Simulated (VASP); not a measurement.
**Cu: single point with PBEsol+D3(BJ)**

Crystal: Cu.

```
Cu
1.0
     2.47540    0.00000    0.00000
    -1.23770    2.14376    0.00000
     0.00000    0.00000    8.13827
Cu
4
Direct
  0.00000 0.00000 0.00000
  0.33333 0.66667 0.25000
  0.00000 0.00000 0.50000
  0.66667 0.33333 0.75000
```

This isn't the form of Cu at room conditions, which is fcc.

```
Program             : VASP 6.6.1
Task                : single point
Functional          : PBEsol
Dispersion          : D3(BJ)
Potentials or basis : VASP PAW PBE potentials, release 64 (Cu)
Cutoff              : 520 eV
k mesh              : 11 × 11 × 3
Occupations         : fermi-dirac, width 0.05 eV
Spin                : no spin polarisation
```

```yaml
Pressure: 0.8 GPa
Band_gap_on_the_k_mesh: zero (bands 22 and 23 overlap by 4.69 eV)
Dispersion_energy_per_atom: -0.574 eV
```

Levels at points of the mesh, in eV from the Fermi level:
```tsv
k point	band 20	band 21	band 22	band 23	band 24	band 25
(0.00, 0.00, 0.00)	-2.17	-2.17	-1.85	-1.85	-1.45	4.03
```

Wall time 17 s on 1 thread of Intel(R) Xeon(R) 6975P-C (Granite Rapids) (shared host), peak memory 0.18 GiB.

Caveat: the PAW data sets were made with another functional, which shifts forces and pressure a little.
